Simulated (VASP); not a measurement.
A run of VASP 6.6.1 is set up as follows.

The input INCAR:

```
SYSTEM = HW18S36
PREC = Accurate ; ENCUT = 400
EDIFF = 1E-6 ; ISMEAR = -1
SIGMA = 0.01 ; LREAL = Auto
LASPH = .TRUE. ; NELM = 200
ALGO = Normal ; ISIF = 2
LWAVE = .FALSE. ; LCHARG = .TRUE.
ISPIN = 2 ; MAGMOM = 0 0.01 0 0.03 0.01 0 0 0.01 0 0 0.01 0.01 0 0.28 0 0.03 0 0.01 0.01 0 0 0 0 0 0 0 0.01 0 0.01 0 0 0 0 0 0 0 0 0 0.01 0 0.01 0 0.01 0 0 0 0 0 0 0 0 0 0.02 0 0.11
LORBIT = 11 ; NUPDOWN = 1.0
LMAXMIX = 4 ; GGA = PE
LELF = .TRUE. ; LVHAR = .TRUE.
NBANDS = 272 ; GGA_COMPAT = .FALSE.
```

KPOINTS

```
Automatic mesh
0
G
  1 1 1
  0 0 0
```

The input POSCAR:

```
HW18S36
1.0
    9.3812494620     -0.0000000854      0.0000000000
   -4.6906246570      8.1244003960      0.0000000000
    0.0000000000      0.0000000000     12.1647637100
W S H
18 36 1
Direct
    0.1103659658      0.2205076081      0.2507469038
    0.2210499421      0.1095652630      0.7495873439
    0.1103902236      0.5539669499      0.2507768897
    0.2209939280      0.4426772002      0.7489006666
    0.1110443143      0.8877076991      0.2510799513
    0.2217586665      0.7767037426      0.7501284960
    0.4437813395      0.2207431802      0.2504673180
    0.5553340013      0.1095545570      0.7495978672
    0.4435842836      0.5538809631      0.2507816748
    0.5549037382      0.4429943128      0.7500198356
    0.4434814041      0.8877039453      0.2510796535
    0.5555178137      0.7762960288      0.7515048690
    0.7769558795      0.2205013052      0.2507300614
    0.8899787832      0.1131136098      0.7434317471
    0.7771103045      0.5538777237      0.2507667874
    0.8884975251      0.4426815236      0.7488686083
    0.7770478816      0.8872736870      0.2508767091
    0.8875955823      0.7762861054      0.7514614388
    0.1135299769      0.2225453446      0.6177934051
    0.2214354861      0.1095577315      0.1214144531
    0.1072831640      0.2191580617      0.8768159538
    0.2220287919      0.1098319429      0.3799175963
    0.1110729033      0.5553077555      0.6200834667
    0.2213615852      0.4426952530      0.1216566244
    0.1101001250      0.5534167388      0.8785284455
    0.2213228904      0.4427072421      0.3799345601
    0.1101050433      0.8871554619      0.6210926389
    0.2214997451      0.7761779216      0.1217413712
    0.1115481789      0.8882806975      0.8794022491
    0.2215179072      0.7762220382      0.3802205684
    0.4438965499      0.2209614073      0.6207002803
    0.5549272725      0.1095493607      0.1214074669
    0.4435528703      0.2202857336      0.8786828013
    0.5546239030      0.1098343078      0.3799140230
    0.4450478328      0.5556198707      0.6211448123
    0.5550568759      0.4433167072      0.1214107971
    0.4415676683      0.5521998182      0.8786139356
    0.5548378694      0.4428537981      0.3796621364
    0.4438686640      0.8871444733      0.6211019934
    0.5540916653      0.7760903639      0.1223468534
    0.4435349535      0.8882789369      0.8794237366
    0.5547317412      0.7762255527      0.3798651085
    0.7758329961      0.2225229994      0.6177865364
    0.8881240580      0.1094265773      0.1217047412
    0.7787150867      0.2191753508      0.8767976606
    0.8881601633      0.1095083875      0.3800125237
    0.7773656715      0.5556122069      0.6211160073
    0.8881479097      0.4426917780      0.1216406903
    0.7774667115      0.5522104932      0.8785853011
    0.8881887012      0.4427016111      0.3799199275
    0.7763175937      0.8858276298      0.6211295394
    0.8888097835      0.7760863813      0.1223309094
    0.7720411259      0.8772382853      0.8865125464
    0.8883137432      0.7762193604      0.3798509080
    0.7063280032      0.7457093634     -0.0321817275
```

Potentials or basis: VASP PAW PBE potentials, release 64 (W_sv, S, H).

Launch:

```console
$ cat potpaw_PBE.64/W_sv/POTCAR potpaw_PBE.64/S/POTCAR potpaw_PBE.64/H/POTCAR > POTCAR
$ mpirun -np 1 vasp_gam > vasp.out
```

Problem. Predict the pressure.

Solution. 8.3 GPa.

Problem. What does it give for the largest force?

Solution. 0.049 eV/Å.

Stress tensor (GPa, compression positive):
```
9.03 0.00 0.00
0.00 9.16 0.00
0.00 0.00 6.66
```

Caveat: the k points lie up to 0.77 Å⁻¹ apart; the total moment is fixed, so each spin has its own Fermi level.
